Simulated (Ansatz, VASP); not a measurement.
# One calculation of Te, two programs

```xyz
1
Lattice="-1.5877 1.5877 1.5877 1.5877 -1.5877 1.5877 1.5877 1.5877 -1.5877" Properties=species:S:1:pos:R:3 pbc="T T T"
Te    0.0000    0.0000    0.0000
```

Change from the starting cell: volume scaled by 0.6, LAPW.

Alike in both runs: task single point; functional LDA; k mesh 15 × 15 × 15; occupations fermi-dirac, width 0.1 eV; no spin polarisation.

|  | VASP | Ansatz |
| --- | --- | --- |
| version | VASP 6.6.1 | Ansatz 0.2.0 |
| potentials or method | VASP PAW LDA potentials, release 64 (Te), cutoff 520 eV | all-electron LAPW, scalar-relativistic |

|  | VASP | Ansatz | Ansatz less VASP |
| --- | --- | --- | --- |
| pressure (GPa) | 113.4 | 111.5 | -1.86 |

LDA's correlation is that of Perdew and Zunger in VASP and of Perdew and Wang (1992) in Ansatz. Both programs put the cell under a high pressure, so it lies far from rest at this level. Ansatz ran all-electron here, and VASP with PAW potentials.

Spin-orbit coupling is off throughout. Noted on VASP's run: the cell as given lies far from equilibrium.
